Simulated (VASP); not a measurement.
# LiTaO2 (R-3m) in VASP: a series of runs

Runs on LiTaO2. Level: PBE. Tasks: single point, relaxation of cell and atoms.

Everything below comes from runs of VASP 6.6.1. Logs are shortened: lines on timing, memory, paths and dates and some standing lists are left out, and cuts for length are marked.

### Step 1. The cell of the first run

It takes space group R-3m (No. 166, trigonal). Conventional cell: a = 2.875 Å, b = 2.875 Å, c = 16.246 Å, α = 90.00°, β = 90.00°, γ = 120.00°. Li (site symmetry -3m) has 6 O at 2.11 Å and 6 Li at 2.87 Å within 2.9 Å. Within 2.9 Å of Ta (site symmetry -3m) lie 6 O at 2.17 Å and 6 Ta at 2.87 Å. O (site symmetry 3m) has 3 Li at 2.11 Å and 3 Ta at 2.17 Å and 6 O at 2.87 Å within 2.9 Å.

The cell was generated, and may not be a known phase.

### Step 2. Single point, PBE

The input, INCAR:

```
PREC = Accurate
ENCUT = 520
EDIFF = 1E-7
ISMEAR = 0
SIGMA = 0.1
LREAL = F
LASPH = T
NELM = 60
ALGO = Normal
ISIF = 2
LWAVE = F
LCHARG = F
GGA = PE
NBANDS = 21
```

The input, KPOINTS:

```
Automatic mesh
0
Gamma
  6 6 6
```

The input, POSCAR:

```
LiTaO2
1.0
    1.4373435019      0.8298506578      5.4152657476
   -1.4373435019      0.8298506578      5.4152657476
    0.0000000000     -1.6597013155      5.4152657476
Li Ta O
1 1 2
Direct
    0.0000000000      0.0000000000      0.0000000000
    0.5000000000      0.5000000000      0.5000000000
    0.2531866443      0.2531866443      0.2531866443
    0.7468133557      0.7468133557      0.7468133557
```

Potentials or basis: VASP PAW PBE potentials, release 64 (Li_sv, Ta_pv, O).

The run is started by

```
cat potpaw_PBE.64/Li_sv/POTCAR potpaw_PBE.64/Ta_pv/POTCAR potpaw_PBE.64/O/POTCAR > POTCAR
mpirun -np 1 vasp_std > vasp.out
```

OUTCAR:

```text
PREC = Accurate
   ENCUT = 520
   EDIFF = 1E-7
   ISMEAR = 0
   LREAL = F
   LASPH = T
   NELM = 60
   ISIF = 2
   GGA = PE

 ion  position               nearest neighbor table
   1  0.000  0.000  0.000-   4 2.11   4 2.11   3 2.11   3 2.11   4 2.11   3 2.11
   2  0.500  0.500  0.500-   3 2.17   3 2.17   4 2.17   4 2.17   3 2.17   4 2.17
   3  0.253  0.253  0.253-   1 2.11   1 2.11   1 2.11   2 2.17   2 2.17   2 2.17
   4  0.747  0.747  0.747-   1 2.11   1 2.11   1 2.11   2 2.17   2 2.17   2 2.17

  LATTYP: Found a trigonal (rhomboedric) cell.
 ALAT       =     5.6638954416
 COS(alpha) =     0.8711985712

  Lattice vectors:

 A1 = (   1.4373435019,   0.8298506578,   5.4152657476)
 A2 = (  -1.4373435019,   0.8298506578,   5.4152657476)
 A3 = (   0.0000000000,  -1.6597013155,   5.4152657476)

Analysis of symmetry for initial positions (statically):
=====================================================================
 Subroutine PRICEL returns:
 Original cell was already a primitive cell.

 Routine SETGRP: Setting up the symmetry group for a
 trigonal (rhombohedral) supercell.

 Subroutine GETGRP returns: Found 12 space group operations
 (whereof 12 operations were pure point group operations)
 out of a pool of 12 trial point group operations.

The static configuration has the point symmetry D_3d.

Analysis of symmetry for dynamics (positions and initial velocities):
=====================================================================
 Subroutine PRICEL returns:
 Original cell was already a primitive cell.

 Routine SETGRP: Setting up the symmetry group for a
 trigonal (rhombohedral) supercell.

 Subroutine GETGRP returns: Found 12 space group operations
 (whereof 12 operations were pure point group operations)
 out of a pool of 12 trial point group operations.

The dynamic configuration has the point symmetry D_3d.

 Subroutine INISYM returns: Found 12 space group operations
 (whereof 12 operations are pure point group operations),
 and found     1 'primitive' translations

----------------------------------------------------------------------------------------

                                     Primitive cell

  volume of cell :      38.7553

  direct lattice vectors                    reciprocal lattice vectors
     1.437343502  0.829850658  5.415265748     0.347863958  0.200839350  0.061554381
    -1.437343502  0.829850658  5.415265748    -0.347863958  0.200839350  0.061554381
     0.000000000 -1.659701315  5.415265748     0.000000000 -0.401678700  0.061554381

  length of vectors
     5.663895442  5.663895442  5.663895442     0.406367715  0.406367715  0.406367715

  position of ions in fractional coordinates (direct lattice)
     0.000000000  0.000000000  0.000000000
     0.500000000  0.500000000  0.500000000
     0.253186644  0.253186644  0.253186644
     0.746813356  0.746813356  0.746813356

  ion indices of the primitive-cell ions
   primitive index   ion index
                 1           1
                 2           2
                 3           3
                 4           4

----------------------------------------------------------------------------------------

 KPOINTS: Automatic mesh

Automatic generation of k-mesh.
 Grid dimensions read from file:
 generate k-points for:    6    6    6

 Generating k-lattice:

  Cartesian coordinates                     Fractional coordinates (reciprocal lattice)
     0.057977326  0.033473225  0.010259064     0.166666667  0.000000000  0.000000000
    -0.057977326  0.033473225  0.010259064     0.000000000  0.166666667  0.000000000
     0.000000000 -0.066946450  0.010259064     0.000000000  0.000000000  0.166666667

  Length of vectors
     0.067727953  0.067727953  0.067727953

  Shift w.r.t. Gamma in fractional coordinates (k-lattice)
     0.000000000  0.000000000  0.000000000

 Subroutine IBZKPT returns following result:
 ===========================================

 Found     32 irreducible k-points:

 Following reciprocal coordinates:
            Coordinates               Weight
[... 39 lines left out ...]
 Gauss-broadening in eV      SIGMA  =   0.10
  energy-cutoff  :      520.00
  volume of cell :       38.76
 maximum number of plane-waves:      1073
   NGX = 21   NGY = 21   NGZ = 21

 number of electron      26.0000003 magnetization

 Free energy of the ion-electron system (eV)
  ---------------------------------------------------
  ext. energy  EPLUGINS =         0.00000000
  ---------------------------------------------------
  free energy    TOTEN  =       -32.29097948 eV

  energy without entropy =      -32.28182864  energy(sigma->0) =      -32.28640406

 E-fermi :   6.1346     XC(G=0): -11.7831

 val. band max:        6.0942465997   @ k =  -0.1667   0.1667   0.0000
 cond. band min:       6.1602872819   @ k =  -0.3333   0.5000   0.3333
 fundamental gap:      0.0660406822
 Fermi energy:         6.1345918774

 k-point     1 :       0.0000    0.0000    0.0000
  band No.  band energies     occupation
      1     -39.4980      2.00000
      2     -29.3345      2.00000
      3     -28.6731      2.00000
      4     -28.6731      2.00000
      5     -14.3808      2.00000
      6     -13.0959      2.00000
[... 13 lines left out ...]
     20      16.5195      0.00000
     21      19.8174      0.00000

 k-point     2 :       0.1667    0.0000    0.0000
  band No.  band energies     occupation
      1     -39.4908      2.00000
      2     -29.2652      2.00000
      3     -29.0019      2.00000
      4     -28.7426      2.00000
      5     -14.0274      2.00000
      6     -13.1510      2.00000
[... 13 lines left out ...]
     20      16.1478      0.00000
     21      19.2825      0.00000

 k-point     3 :       0.3333    0.0000    0.0000
  band No.  band energies     occupation
      1     -39.4762      2.00000
      2     -29.6141      2.00000
      3     -29.1211      2.00000
      4     -28.8789      2.00000
      5     -13.5727      2.00000
      6     -13.0068      2.00000
[... 13 lines left out ...]
     20      16.3100      0.00000
     21      18.0656      0.00000
[... 457 lines left out ...]
 k-point    23 :       0.5000    0.5000    0.1667
  band No.  band energies     occupation
      1     -39.4761      2.00000
      2     -29.6143      2.00000
      3     -29.1214      2.00000
      4     -28.8789      2.00000
      5     -13.4631      2.00000
      6     -13.1184      2.00000
[... 13 lines left out ...]
     20      17.4287      0.00000
     21      18.4639      0.00000

 k-point    24 :      -0.3333    0.5000    0.1667
  band No.  band energies     occupation
      1     -39.4688      2.00000
      2     -29.7477      2.00000
      3     -29.1202      2.00000
      4     -29.0479      2.00000
      5     -13.3556      2.00000
      6     -12.9031      2.00000
[... 13 lines left out ...]
     20      16.7881      0.00000
     21      17.7208      0.00000

 [... further k-points ...]

------------------------ aborting loop because EDIFF is reached ----------------------------------------

  FORCE on cell =-STRESS in cart. coord.  units (eV):
  Direction    XX          YY          ZZ          XY          YZ          ZX
  --------------------------------------------------------------------------------------
  -------------------------------------------------------------------------------------
  Total        0.1608219      0.1608219      0.1080380      0.0000000      0.0000000      0.0000000
  in kB        6.6485074      6.6485074      4.4663793      0.0000000      0.0000000      0.0000000
  external PRESSURE =       5.9211313 kB  Pullay stress =       0.0000000 kB

 VOLUME and BASIS-vectors are now :
 -----------------------------------------------------------------------------
  energy-cutoff  :      520.00
  volume of cell :       38.76
      direct lattice vectors                 reciprocal lattice vectors
     1.437343502  0.829850658  5.415265748     0.347863958  0.200839350  0.061554381
    -1.437343502  0.829850658  5.415265748    -0.347863958  0.200839350  0.061554381
     0.000000000 -1.659701315  5.415265748     0.000000000 -0.401678700  0.061554381

 POSITION                                       TOTAL-FORCE (eV/Angst)
 -----------------------------------------------------------------------------------
      0.00000      0.00000      0.00000         0.000000     -0.000000      0.000000
      0.00000      0.00000      8.12290         0.000000     -0.000000      0.000000
      0.00000      0.00000      4.11322         0.000000      0.000000      0.078677
      0.00000      0.00000     12.13258         0.000000     -0.000000     -0.078677
 -----------------------------------------------------------------------------------
    total drift:                                0.000000      0.000000     -0.000000

  FREE ENERGIE OF THE ION-ELECTRON SYSTEM (eV)
  ---------------------------------------------------
  free  energy   TOTEN  =       -32.2909794822 eV

  energy  without entropy=      -32.2818286359  energy(sigma->0) =      -32.28640406
```

Run time: 95 s. Hardware: 1 thread of Intel Xeon Platinum 8275CL at 3.00GHz (Skylake/Cascade Lake), shared host; peak memory 0.27 GiB.

What came out:

```yaml
Free_energy: -32.2910 eV
Largest_force: 0.079 eV/Å
Band_gap_on_the_k_mesh: zero (bands 13 and 14 overlap by 1.07 eV)
```

Forces on the atoms (eV/Å):
```
Li   0.000  0.000  0.000
Ta   0.000  0.000  0.000
O    0.000  0.000  0.079
O    0.000  0.000 -0.079
```

Caveat: the k points lie up to 0.43 Å⁻¹ apart, too coarse for converged energies and pressures of a metal; the cutoff is under 1.25 times the usual one of these potentials, so pressure, stress and relaxed cells hold a basis-set (Pulay) error; spin-orbit coupling is left out, which moves the levels of the heavy elements.

### Step 3. Single point, PBE

This run uses another cell than the first one, of 11.34 Å³/atom.

The input, INCAR:

```
PREC = Accurate
ENCUT = 520
EDIFF = 1E-6
ISMEAR = 0
SIGMA = 0.1
LREAL = F
LASPH = T
NELM = 80
ALGO = Normal
ISIF = 2
LWAVE = F
LCHARG = T
GGA = PE
LELF = T
LVHAR = T
NBANDS = 21
```

The input, KPOINTS:

```
regular mesh
0
Gamma
  6 6 6
```

The input, POSCAR:

```
LiTaO2
1.0
    1.5355808600      0.8865680200      5.5532108100
   -1.5355808600      0.8865680200      5.5532108100
    0.0000000000     -1.7731360400      5.5532108100
Li Ta O
1 1 2
Direct
    0.0000000000      0.0000000000      0.0000000000
    0.5000000000      0.5000000000      0.5000000000
    0.2328999900      0.2328999900      0.2328999900
    0.7671000100      0.7671000100      0.7671000100
```

Potentials or basis: VASP PAW PBE potentials, release 64 (Li_sv, Ta_pv, O).

The run is started by

```
cat potpaw_PBE.64/Li_sv/POTCAR potpaw_PBE.64/Ta_pv/POTCAR potpaw_PBE.64/O/POTCAR > POTCAR
mpirun -np 1 vasp_std > vasp.out
```

It took 93 s on 1 thread of Intel Xeon Platinum 8275CL at 3.00GHz (Skylake/Cascade Lake), shared host; peak memory 0.33 GiB.

Results (log left out):

```
Free energy            : -30.9419 eV
Largest force          : 3.479 eV/Å
Band gap on the k mesh : zero (bands 13 and 14 overlap by 0.18 eV)
```

Forces on the atoms (eV/Å):
```
Li   0.000  0.000  0.000
Ta   0.000  0.000  0.000
O    0.000  0.000  3.479
O    0.000  0.000 -3.479
```

Levels at points of the mesh, in eV from the Fermi level:
```
           k point  band 9  band 10  band 11  band 12  band 13  band 14  band 15  band 16  band 17  band 18
(0.00, 0.00, 0.00)   -8.13    -6.06    -5.34    -5.34    -0.47    -0.09    -0.09     0.94     3.55     4.70
(0.50, 0.00, 0.00)   -7.69    -7.26    -6.17    -5.89    -1.29     1.47     2.57     2.93     5.09     5.45
(0.50, 0.50, 0.00)   -7.55    -7.16    -6.21    -5.97    -1.58     1.90     1.91     2.58     4.73     5.62
(0.50, 0.50, 0.50)   -8.12    -6.93    -5.35    -5.35    -0.08    -0.08     0.41     1.64     1.88     4.61
```

Caveat: the k points lie up to 0.40 Å⁻¹ apart; the cutoff is under 1.25 times the usual one of these potentials, so pressure, stress and relaxed cells hold a basis-set (Pulay) error; spin-orbit coupling is left out, which moves the levels of the heavy elements; forces of over 1 eV/Å act on the atoms, so gaps and moduli don't describe the material at rest.

### Step 4. Relaxation of cell and atoms, PBE

This run uses another cell than the first one, of 11.34 Å³/atom.

The input, INCAR:

```
SYSTEM = LiTaO2
PREC = Accurate
ENCUT = 600
EDIFF = 1E-7
ISMEAR = 0
SIGMA = 0.1
LREAL = .FALSE.
LASPH = .TRUE.
NELM = 80
ALGO = Normal
ISIF = 3
LWAVE = .FALSE.
LCHARG = .FALSE.
GGA = PE
IBRION = 2
NSW = 90
EDIFFG = -0.04
```

The input, KPOINTS:

```
regular mesh
0
G
  6 6 6
  0 0 0
```

POSCAR is that of step 3.

The run is started by

```
cat potpaw_PBE.64/Li_sv/POTCAR potpaw_PBE.64/Ta_pv/POTCAR potpaw_PBE.64/O/POTCAR > POTCAR
mpirun -np 1 vasp_std > vasp.out
```

Run time: 11 min. Hardware: 1 thread of Intel Xeon Platinum 8275CL at 3.00GHz (Skylake/Cascade Lake), shared host; peak memory 0.4 GiB.

Results (log left out):

```yaml
Free_energy: -32.3153 eV
Relaxed_volume: 9.68 Å³/atom
Relaxed_cell: a = 5.646 Å, b = 5.646 Å, c = 5.646 Å, α = 29.53°, β = 29.53°, γ = 29.53°
Space_group_after_relaxing_to_0.1_Å: R-3m (No. 166)
Energy_gained_by_relaxing: 342.2 meV/atom
Ionic_steps: 10
Pressure_after_relaxing: 0.1 GPa
Largest_force_after_relaxing: 0.032 eV/Å
Band_gap_on_the_k_mesh: zero (bands 13 and 14 overlap by 1.06 eV)
```

Forces in eV/Å, atoms in the order of the input:
```
Li   0.000  0.000  0.000
Ta   0.000  0.000  0.000
O    0.000  0.000  0.032
O    0.000  0.000 -0.032
```

Stress tensor (GPa, compression positive):
```
-0.14  0.00  0.00
 0.00 -0.14  0.00
 0.00  0.00  0.47
```

The path:
```csv
step,energy change (eV),largest force (eV/Å),pressure (GPa),volume (Å³)
1,0.0000,3.4777,7.30,45.36
2,-0.4720,0.2235,-20.48,48.83
3,-0.5125,0.8652,-15.91,48.05
4,-1.1129,0.0874,-14.10,43.81
5,-1.2406,0.7411,-11.39,41.53
6,-1.2857,1.1709,11.08,37.71
7,-1.3489,0.2708,0.19,39.29
8,-1.3608,0.2116,-0.28,39.18
9,-1.3666,0.1220,-0.84,39.03
10,-1.3689,0.0322,0.06,38.71
```

Final structure:
```xyz
4
Lattice="1.4390 0.8308 5.3961 -1.4390 0.8308 5.3961 0.0000 -1.6616 5.3961" Properties=species:S:1:pos:R:3 pbc="T T T"
Li    0.0000    0.0000   16.1883
Ta    0.0000    0.0000    8.0942
O     0.0000    0.0000    4.1033
O     0.0000    0.0000   12.0850
```

Levels at points of the mesh, in eV from the Fermi level:
| k point | band 9 | band 10 | band 11 | band 12 | band 13 | band 14 | band 15 | band 16 | band 17 |
| --- | --- | --- | --- | --- | --- | --- | --- | --- | --- |
| (0.00, 0.00, 0.00) | -5.03 | -4.06 | -3.24 | -3.24 | -0.85 | 0.81 | 0.81 | 2.86 | 4.42 |
| (0.50, 0.00, 0.00) | -6.03 | -5.43 | -4.41 | -3.74 | -1.89 | 4.25 | 4.54 | 4.66 | 5.69 |
| (0.50, 0.50, 0.00) | -6.13 | -5.21 | -4.75 | -4.05 | -2.26 | 4.47 | 4.74 | 5.32 | 5.45 |
| (0.50, 0.50, 0.50) | -4.99 | -4.99 | -3.32 | -3.32 | -0.16 | 0.86 | 0.86 | 3.20 | 4.35 |

Caveat: the k points lie up to 0.43 Å⁻¹ apart in the final cell, too coarse for converged energies and pressures of a metal; the cutoff is under 1.25 times the usual one of these potentials, so pressure, stress and relaxed cells hold a basis-set (Pulay) error; spin-orbit coupling is left out, which moves the levels of the heavy elements.

### Step 5. Single point, PBE, collinear spin

The input, INCAR:

```
SYSTEM = LiTaO2
ALGO = Normal
EDIFF = 1E-6
ENCUT = 520
GGA = PE
ISIF = 2
ISMEAR = 0
ISPIN = 2
LASPH = .TRUE.
LCHARG = .FALSE.
LMAXMIX = 4
LORBIT = 11
LREAL = .FALSE.
LWAVE = .FALSE.
MAGMOM = 0 1 0 0
NBANDS = 25
NELM = 150
PREC = Accurate
SIGMA = 0.1
```

The input, KPOINTS:

```
k-points
0
G
  6 6 6
  0 0 0
```

The input, POSCAR:

```
LiTaO2
1.0
    1.4373435019      0.8298506578      5.4152657476
   -1.4373435019      0.8298506578      5.4152657476
    0.0000000000     -1.6597013155      5.4152657476
Li Ta O
1 1 2
Direct
    0.0000000000      0.0000000000      0.0000000000
    0.5000000000      0.5000000000      0.5000000000
    0.2531866443      0.2531866443      0.2531866443
    0.7468133557      0.7468133557      0.7468133557
```

The run is started by

```
cat potpaw_PBE.64/Li_sv/POTCAR potpaw_PBE.64/Ta_pv/POTCAR potpaw_PBE.64/O/POTCAR > POTCAR
mpirun -np 1 vasp_std > vasp.out
```

It took 2.9 min on 1 thread of Intel Xeon Platinum 8275CL at 3.00GHz (Skylake/Cascade Lake), shared host; peak memory 0.34 GiB.

It converged, with:

```yaml
Free_energy: -32.2910 eV
Largest_force: 0.079 eV/Å
Band_gap_on_the_k_mesh: zero (filled and empty bands overlap)
Net_moment: 0.00 μB per cell
Valence_electrons_inside_the_program's_atomic_spheres: Li 2.06; Ta 8.93; O 5.04
```

Forces in eV/Å, atoms in the order of the input:
```
Li   0.000  0.000  0.000
Ta   0.000  0.000  0.000
O    0.000  0.000  0.079
O    0.000  0.000 -0.079
```

Levels at points of the mesh, in eV from the Fermi level:
Spin up:
| k point | band 10 | band 11 | band 12 | band 13 | band 14 | band 15 | band 16 | band 17 |
| --- | --- | --- | --- | --- | --- | --- | --- | --- |
| (0.00, 0.00, 0.00) | -4.08 | -3.23 | -3.23 | -0.86 | 0.83 | 0.83 | 2.88 | 4.45 |
| (0.50, 0.00, 0.00) | -5.41 | -4.40 | -3.73 | -1.91 | 4.26 | 4.56 | 4.69 | 5.72 |
| (0.50, 0.50, 0.00) | -5.21 | -4.75 | -4.03 | -2.26 | 4.49 | 4.76 | 5.32 | 5.46 |
| (0.50, 0.50, 0.50) | -4.97 | -3.30 | -3.30 | -0.17 | 0.87 | 0.87 | 3.23 | 4.37 |
Spin down:
| k point | band 11 | band 12 | band 13 | band 14 | band 15 | band 16 |
| --- | --- | --- | --- | --- | --- | --- |
| (0.00, 0.00, 0.00) | -3.23 | -3.23 | -0.86 | 0.83 | 0.83 | 2.88 |
| (0.50, 0.00, 0.00) | -4.40 | -3.73 | -1.91 | 4.26 | 4.56 | 4.69 |
| (0.50, 0.50, 0.00) | -4.75 | -4.03 | -2.26 | 4.49 | 4.76 | 5.32 |
| (0.50, 0.50, 0.50) | -3.30 | -3.30 | -0.17 | 0.87 | 0.87 | 3.23 |

Caveat: the k points lie up to 0.43 Å⁻¹ apart, too coarse for converged energies and pressures of a metal; the cutoff is under 1.25 times the usual one of these potentials, so pressure, stress and relaxed cells hold a basis-set (Pulay) error; spin-orbit coupling is left out, which moves the levels of the heavy elements.

### Step 6. Summary

| task | spin | cell | cutoff (eV) | gap on the mesh (eV) | largest force (eV/Å) |
| --- | --- | --- | --- | --- | --- |
| single point | off | a = 5.664 Å, angles 29.4°, 4 atoms, atomic positions A | 520 | none | 0.08 |
| single point | off | a = 5.829 Å, angles 30.5°, 4 atoms, atomic positions B | 520 | none | 3.48 |
| relaxation of cell and atoms | off | relaxed from a = 5.829 Å, angles 30.5°, 4 atoms, atomic positions B | 600 | none | 0.03 |
| single point | collinear | a = 5.664 Å, angles 29.4°, 4 atoms, atomic positions A | 520 | none | 0.08 |

Alike in all rows: level PBE; potentials or basis VASP PAW PBE potentials, release 64 (Li_sv, Ta_pv, O); k mesh 6 × 6 × 6; smearing gaussian 0.1 eV.

Caveats: all runs use coarse meshes; the cutoff is under 1.25 times the usual one of these potentials, so pressure, stress and relaxed cells hold a basis-set (Pulay) error; spin-orbit coupling is left out, which moves the levels of the heavy elements; forces of over 1 eV/Å act on the atoms, so gaps and moduli don't describe the material at rest (at least some runs).

Total energies depend on the potentials used, so only differences within one code and one set of settings carry meaning.

The gap in the log of VASP goes by the Fermi energy; the results here count the filled bands.